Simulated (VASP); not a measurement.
Set up this calculation in VASP 6.6.1, as the native input.

| Property | Result |
| --- | --- |
| Task | single point |
| Functional | PBE |
| Potentials or basis | VASP PAW PBE potentials, release 64 (Cd, Se) |
| Cutoff | 500 eV |
| k mesh | 8 × 8 × 8 |
| Occupations | fermi-dirac, width 0.05 eV |
| Spin | no spin polarisation |
| Dipole correction | no |
| Further INCAR settings | ALGO = Normal; EDIFF = 1e-06; NBANDS = 16 |

The structure of CdSe lies in POSCAR:

```
CdSe
1.0
    3.5804160507      0.0000000000      0.0000000000
    0.0000000000      3.5804160507      0.0000000000
    0.0000000000      0.0000000000      3.5804160507
Cd Se
1 1
Direct
    0.5000000000      0.5000000000      0.5000000000
    0.0000000000      0.0000000000      0.0000000000
```

One way to write it, as run:

INCAR

```
  PREC = Accurate
  ENCUT = 500
  EDIFF = 1E-6
  ISMEAR = -1
  SIGMA = 0.05
  LREAL = F
  LASPH = T
  NELM = 120
  ALGO = Normal
  ISIF = 2
  LWAVE = F
  LCHARG = T
  GGA = PE
  LELF = T
  LVHAR = T
  NBANDS = 16
  GGA_COMPAT = F
```

KPOINTS

```
regular mesh
0
Gamma
  8 8 8
```

Potentials or basis: VASP PAW PBE potentials, release 64 (Cd, Se).

Command:

```bash
$ cat potpaw_PBE.64/Cd/POTCAR potpaw_PBE.64/Se/POTCAR > POTCAR
$ mpirun -np 1 vasp_std > vasp.out
```

Results of the run:

The pressure is -0.8 GPa and the band gap on the k mesh is zero (band 9 reaches 3.20 eV, above the bottom of band 10 at 1.97 eV).

Run time: 38 s on 1 thread of Intel Xeon 8259CL (shared host), peak memory 0.17 GiB.
